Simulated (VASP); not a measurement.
# InP (F-43m) in VASP: notebook, part 2 of 3

VASP 6.6.1. The steps go on from the part before.

## Step 3: Single point, PBE0

This run uses another cell than the first one, of 24.66 Å³/atom.

Contents of POSCAR:

```
InP
1.0
    0.0000000000      2.9108316221      2.9108316221
    2.9108316221      0.0000000000      2.9108316221
    2.9108316221      2.9108316221      0.0000000000
In P
1 1
Direct
    0.0000000000      0.0000000000      0.0000000000
    0.7500000000      0.7500000000      0.7500000000
```

Contents of INCAR.step1:

```
PREC     = Accurate       # precision mode
ENCUT    = 520            # plane-wave cutoff, eV
EDIFF    = 1E-5           # SCF threshold, eV
ISMEAR   = -1             # smearing method
SIGMA    = 0.05           # smearing width, eV
LREAL    = False          # projectors in reciprocal space
LASPH    = True           # aspherical terms in the spheres
NELM     = 80             # most SCF steps
ALGO     = Normal         # electronic algorithm
ISIF     = 2              # what is computed and relaxed
LWAVE    = True           # write WAVECAR
LCHARG   = False          # write CHGCAR
GGA      = PE             # functional
NBANDS   = 16             # bands
```

Contents of INCAR.step2:

```
PREC     = Accurate       # precision mode
ENCUT    = 520            # plane-wave cutoff, eV
EDIFF    = 1E-6           # SCF threshold, eV
ISMEAR   = -1             # smearing method
SIGMA    = 0.05           # smearing width, eV
LREAL    = False          # projectors in reciprocal space
LASPH    = True           # aspherical terms in the spheres
NELM     = 80             # most SCF steps
ALGO     = Normal         # electronic algorithm
ISIF     = 2              # what is computed and relaxed
LWAVE    = False          # write WAVECAR
LCHARG   = False          # write CHGCAR
GGA      = PE             # functional
LHFCALC  = True           # exact exchange
AEXX     = 0.25           # exact-exchange fraction
PRECFOCK = Normal       
ISTART   = 1            
NBANDS   = 16             # bands
```

Contents of KPOINTS:

```
regular mesh
0
Gamma
  4 4 4
```

Potentials or basis: VASP PAW PBE potentials, release 64 (In_d, P).

On the command line:

```
cat potpaw_PBE.64/In_d/POTCAR potpaw_PBE.64/P/POTCAR > POTCAR
cp INCAR.step1 INCAR
mpirun -np 1 vasp_std > vasp.out
cp INCAR.step2 INCAR
mpirun -np 1 vasp_std > vasp.out
```

OUTCAR:

```text
PREC = Accurate
   ENCUT = 520
   EDIFF = 1E-6
   ISMEAR = -1
   LREAL = False
   LASPH = True
   NELM = 80
   ISIF = 2
   GGA = PE
   LHFCALC = True
   AEXX = 0.25
   PRECFOCK = Normal
   ISTART = 1

 ion  position               nearest neighbor table
   1  0.000  0.000  0.000-   2 2.52   2 2.52   2 2.52   2 2.52
   2  0.750  0.750  0.750-   1 2.52   1 2.52   1 2.52   1 2.52

  LATTYP: Found a face centered cubic cell.
 ALAT       =     5.8216632442

  Lattice vectors:

 A1 = (   0.0000000000,   2.9108316221,   2.9108316221)
 A2 = (   2.9108316221,   0.0000000000,   2.9108316221)
 A3 = (   2.9108316221,   2.9108316221,   0.0000000000)

Analysis of symmetry for initial positions (statically):
=====================================================================
 Subroutine PRICEL returns:
 Original cell was already a primitive cell.

 Routine SETGRP: Setting up the symmetry group for a
 face centered cubic supercell.

 Subroutine GETGRP returns: Found 24 space group operations
 (whereof 24 operations were pure point group operations)
 out of a pool of 48 trial point group operations.

The static configuration has the point symmetry T_d .

Analysis of symmetry for dynamics (positions and initial velocities):
=====================================================================
 Subroutine PRICEL returns:
 Original cell was already a primitive cell.

 Routine SETGRP: Setting up the symmetry group for a
 face centered cubic supercell.

 Subroutine GETGRP returns: Found 24 space group operations
 (whereof 24 operations were pure point group operations)
 out of a pool of 48 trial point group operations.

The dynamic configuration has the point symmetry T_d .

 Subroutine INISYM returns: Found 24 space group operations
 (whereof 24 operations are pure point group operations),
 and found     1 'primitive' translations

----------------------------------------------------------------------------------------

                                     Primitive cell

  volume of cell :      49.3266

  direct lattice vectors                    reciprocal lattice vectors
     0.000000000  2.910831622  2.910831622    -0.171772217  0.171772217  0.171772217
     2.910831622  0.000000000  2.910831622     0.171772217 -0.171772217  0.171772217
     2.910831622  2.910831622  0.000000000     0.171772217  0.171772217 -0.171772217

  length of vectors
     4.116537558  4.116537558  4.116537558     0.297518207  0.297518207  0.297518207

  position of ions in fractional coordinates (direct lattice)
     0.000000000  0.000000000  0.000000000
     0.750000000  0.750000000  0.750000000

  ion indices of the primitive-cell ions
   primitive index   ion index
                 1           1
                 2           2

----------------------------------------------------------------------------------------

 KPOINTS: regular mesh

Automatic generation of k-mesh.
 Grid dimensions read from file:
 generate k-points for:    4    4    4

 Generating k-lattice:

  Cartesian coordinates                     Fractional coordinates (reciprocal lattice)
    -0.042943054  0.042943054  0.042943054     0.250000000  0.000000000  0.000000000
     0.042943054 -0.042943054  0.042943054     0.000000000  0.250000000  0.000000000
     0.042943054  0.042943054 -0.042943054     0.000000000  0.000000000  0.250000000

  Length of vectors
     0.074379552  0.074379552  0.074379552

  Shift w.r.t. Gamma in fractional coordinates (k-lattice)
     0.000000000  0.000000000  0.000000000

 Subroutine IBZKPT returns following result:
 ===========================================

 Found      8 irreducible k-points:

 Following reciprocal coordinates:
            Coordinates               Weight
  0.000000  0.000000  0.000000      1.000000
  0.250000  0.000000  0.000000      8.000000
  0.500000  0.000000  0.000000      4.000000
  0.250000  0.250000  0.000000      6.000000
  0.500000  0.250000  0.000000     24.000000
 -0.250000  0.250000  0.000000     12.000000
  0.500000  0.500000  0.000000      3.000000
 -0.250000  0.500000  0.250000      6.000000
   k-points           NKPTS =      8   k-points in BZ     NKDIM =     64   number of bands    NBANDS=     16
   number of dos      NEDOS =    301   number of ions     NIONS =      2
   total plane-waves  NPLWV =  32768
   dimension x,y,z NGX =    32 NGY =   32 NGZ =   32
   dimension x,y,z NGXF=    64 NGYF=   64 NGZF=   64
   ions per type =               1   1
   NGX,Y,Z   is equivalent  to a cutoff of  12.92, 12.92, 12.92 a.u.
   NGXF,Y,Z  is equivalent  to a cutoff of  25.85, 25.85, 25.85 a.u.
 SYSTEM =  unknown system
   PREC   = accura    normal or accurate (medium, high low for compatibility)
   ISTART =      1    job   : 0-new  1-cont  2-samecut
   ICHARG =      0    charge: 1-file 2-atom 10-const
   ISPIN  =      1    spin polarized calculation?
   LNONCOLLINEAR =      F non collinear calculations
   LSORBIT =      F    spin-orbit coupling
   LASPH  =      T    aspherical Exc in radial PAW
   ENCUT  =  520.0 eV  38.22 Ry    6.18 a.u.   7.65  7.65  7.65*2*pi/ulx,y,z
   NELM   =     80;   NELMIN=  2; NELMDL=  0     # of ELM steps
   EDIFF  = 0.1E-05   stopping-criterion for ELM
   LREAL  =      F    real-space projection
   EDIFFG = 0.1E-04   stopping-criterion for IOM
   NSW    =      0    number of steps for IOM
   IBRION =     -1    ionic relax: 0-MD 1-quasi-New 2-CG
   NFREE  =      0    steps in history (QN), initial steepest desc. (CG)
   ISIF   =      2    stress and relaxation
   ISYM   =      3    0-nonsym 1-usesym 2-fastsym
   POTIM  = 0.5000    time-step for ionic-motion
   TEBEG  =    0.0;   TEEND  =   0.0 temperature during run
   PSTRESS=    0.0 pullay stress
   NELECT =      18.0000    total number of electrons
   NUPDOWN=      -1.0000    fix difference up-down
   EMIN   =  10.00;   EMAX   =-10.00  energy-range for DOS
   EFERMI =   0.00;   METHOD = LEGACY
   ISMEAR =    -1;   SIGMA  =   0.05  broadening in eV -4-tet -1-fermi 0-gaus
   EFERMI_NEDOS =   21; number of points for ismear=-14 and -15
   IALGO  =     38    algorithm
   IMIX   =      1    mixing-type and parameters
     AMIX     =   0.40;   BMIX     =  1.00
     AMIX_MAG =   1.60;   BMIX_MAG =  1.00
  volume/ion in A,a.u.               =      24.66       166.44
  Fermi-wavevector in a.u.,A,eV,Ry     =   1.169873  2.210739 18.620961  1.368602
  Thomas-Fermi vector in A             =   2.306339
   LORBIT       =      0    0 simple, 1 ext, 2 COOP (PROOUT), +10 PAW based schemes
   GGA     = PE    functional components
   LHFCALC =     T    Hartree Fock is set to
   PRECFOCK=normal    Normal, Fast or Accurate (Low or Medium for compatibility)
   ENCUT4O =  -1.0   cutoff for four orbital integrals eV
   NKREDX  =     1    reduce k-point grid by
   NKREDY  =     1    reduce k-point grid by
   NKREDZ  =     1    reduce k-point grid by
   AEXX    =    0.2500 exact exchange contribution
   HFSCREEN=    0.0000 screening length (either q_TF or 0.3 A-1)
   HFSCREENC=   0.0000 screening length for correlation (either q_TF or 0.3 A-1)
   ENCUTFOCK=  -1.0 apply spherical cutoff to Coloumb kernel
   IVDW    =     0    specifies the selected vdW correction
   LEPSILON=     F    determine dielectric tensor
   LRPA    =     F    only Hartree local field effects (RPA)
 non-spin polarized calculation
  energy-cutoff  :      520.00
  volume of cell :       49.33
 maximum number of plane-waves:      1363
 NGX is ok and might be reduce to    32
  NGX = 24; NGY = 24; NGZ = 24

 number of electron      17.9999997 magnetization

 Free energy of the ion-electron system (eV)
  ---------------------------------------------------
  ext. energy  EPLUGINS =         0.00000000
  ---------------------------------------------------
  free energy    TOTEN  =       -10.82396304 eV

  energy without entropy =      -10.82396304  energy(sigma->0) =      -10.82396304

 E-fermi :   5.7431     XC(G=0):  -7.4063

 val. band max:        4.6257221813   @ k =   0.0000   0.0000   0.0000
 cond. band min:       7.0009474098   @ k =   0.0000   0.0000   0.0000
 fundamental gap:      2.3752252285
 Fermi energy:         5.7431199435

 k-point     1 :       0.0000    0.0000    0.0000
  band No.  band energies     occupation
      1     -11.3525      2.00000
      2     -11.3525      2.00000
      3     -11.3525      2.00000
      4     -11.1803      2.00000
      5     -11.1803      2.00000
      6      -8.3110      2.00000
[... 129 lines left out ...]
      3     -11.2477      2.00000
      4     -11.2033      2.00000
      5     -11.1655      2.00000
      6      -5.5244      2.00000
[... 8 lines left out ...]
     15      18.0746      0.00000
     16      18.6918      0.00000

------------------------ aborting loop because EDIFF is reached ----------------------------------------

  FORCE on cell =-STRESS in cart. coord.  units (eV):
  Direction    XX          YY          ZZ          XY          YZ          ZX
  --------------------------------------------------------------------------------------
  -------------------------------------------------------------------------------------
  Total        0.8688450      0.8688450      0.8688450      0.0000000      0.0000000      0.0000000
  in kB       28.2209507     28.2209507     28.2209507      0.0000000      0.0000000      0.0000000
  external PRESSURE =      28.2209507 kB  Pullay stress =       0.0000000 kB

 VOLUME and BASIS-vectors are now :
 -----------------------------------------------------------------------------
  energy-cutoff  :      520.00
  volume of cell :       49.33
      direct lattice vectors                 reciprocal lattice vectors
     0.000000000  2.910831622  2.910831622    -0.171772217  0.171772217  0.171772217
     2.910831622  0.000000000  2.910831622     0.171772217 -0.171772217  0.171772217
     2.910831622  2.910831622  0.000000000     0.171772217  0.171772217 -0.171772217

 POSITION                                       TOTAL-FORCE (eV/Angst)
 -----------------------------------------------------------------------------------
      0.00000      0.00000      0.00000        -0.000000     -0.000000     -0.000000
      4.36625      4.36625      4.36625         0.000000      0.000000      0.000000
 -----------------------------------------------------------------------------------
    total drift:                               -0.000138     -0.000145     -0.000072

  FREE ENERGIE OF THE ION-ELECTRON SYSTEM (eV)
  ---------------------------------------------------
  free  energy   TOTEN  =       -10.8239630410 eV

  energy  without entropy=      -10.8239630410  energy(sigma->0) =      -10.82396304
```

It took 4.7 min on 1 thread of Intel Xeon Platinum 8375C at 2.90GHz (Ice Lake), shared host; peak memory 0.18 GiB.

Results:

* Free energy: -10.8240 eV
* Pressure: 2.8 GPa
* Band gap on the k mesh: 2.38 eV

Levels at points of the mesh, in eV from the valence-band top:
```csv
k point,band 6,band 7,band 8,band 9,band 10,band 11,band 12,band 13
"(0.00, 0.00, 0.00)",-12.94,0.00,0.00,0.00,2.38,5.66,5.66,5.66
"(0.50, 0.00, 0.00)",-10.98,-6.42,-1.10,-1.10,3.06,6.40,6.40,8.81
"(0.50, 0.50, 0.00)",-10.24,-6.39,-2.64,-2.64,3.05,3.73,11.34,11.83
```

Caveat: the k points lie up to 0.47 Å⁻¹ apart; the PAW data sets were made with another functional, which shifts forces and pressure a little; spin-orbit coupling is left out, which moves the levels of the heavy elements.

## Step 4: Single point, PBE0

This run uses another cell than the first one, of 25.17 Å³/atom.

Contents of POSCAR:

```
InP
1.0
    0.0000000000      2.9305000000      2.9305000000
    2.9305000000      0.0000000000      2.9305000000
    2.9305000000      2.9305000000      0.0000000000
In P
1 1
Direct
    0.0000000000      0.0000000000      0.0000000000
    0.7500000000      0.7500000000      0.7500000000
```

Contents of INCAR.step1:

```
SYSTEM = InP
ALGO     = Normal         ! electronic algorithm
EDIFF    = 1E-5           ! SCF threshold, eV
ENCUT    = 520            ! plane-wave cutoff, eV
GGA      = PE             ! functional
ISIF     = 2              ! what is computed and relaxed
ISMEAR   = -1             ! smearing method
LASPH    = .TRUE.         ! aspherical terms in the spheres
LREAL    = .FALSE.        ! projectors in reciprocal space
LWAVE    = .TRUE.         ! write WAVECAR
NBANDS   = 16             ! bands
NELM     = 60             ! most SCF steps
PREC     = Accurate       ! precision mode
SIGMA    = 0.05           ! smearing width, eV
```

Contents of INCAR.step2:

```
SYSTEM = InP
AEXX     = 0.25           ! exact-exchange fraction
ALGO     = Normal         ! electronic algorithm
EDIFF    = 1E-6           ! SCF threshold, eV
ENCUT    = 520            ! plane-wave cutoff, eV
GGA      = PE             ! functional
ISIF     = 2              ! what is computed and relaxed
ISMEAR   = -1             ! smearing method
ISTART   = 1            
LASPH    = .TRUE.         ! aspherical terms in the spheres
LCHARG   = .TRUE.         ! write CHGCAR
LELF     = .TRUE.         ! ELF
LHFCALC  = .TRUE.         ! exact exchange
LREAL    = .FALSE.        ! projectors in reciprocal space
LVHAR    = .TRUE.       
LWAVE    = .FALSE.        ! write WAVECAR
NBANDS   = 16             ! bands
NELM     = 60             ! most SCF steps
PREC     = Accurate       ! precision mode
PRECFOCK = Normal       
SIGMA    = 0.05           ! smearing width, eV
```

Contents of KPOINTS:

```
k-points
0
G
  4 4 4
  0 0 0
```

On the command line:

```
cat potpaw_PBE.64/In_d/POTCAR potpaw_PBE.64/P/POTCAR > POTCAR
cp INCAR.step1 INCAR
mpirun -np 1 vasp_std > vasp.out
cp INCAR.step2 INCAR
mpirun -np 1 vasp_std > vasp.out
```

Run time: 3.8 min. Hardware: 1 thread of Intel Xeon Platinum 8375C at 2.90GHz (Ice Lake), shared host; peak memory 0.18 GiB.

It converged, with:

| Quantity | Value |
| --- | --- |
| Free energy | -10.8377 eV |
| Pressure | 1.2 GPa |
| Band gap on the k mesh | 2.25 eV |

Levels at points of the mesh, in eV from the valence-band top:
```tsv
k point	band 6	band 7	band 8	band 9	band 10	band 11	band 12	band 13
(0.00, 0.00, 0.00)	-12.79	0.00	0.00	0.00	2.25	5.66	5.66	5.66
(0.50, 0.00, 0.00)	-10.91	-6.30	-1.07	-1.07	3.00	6.40	6.40	8.77
(0.50, 0.50, 0.00)	-10.19	-6.30	-2.56	-2.56	3.08	3.73	11.20	11.68
```

Caveat: the k points lie up to 0.46 Å⁻¹ apart; the PAW data sets were made with another functional, which shifts forces and pressure a little; spin-orbit coupling is left out, which moves the levels of the heavy elements.

(Part 2 of 3 ends here.)
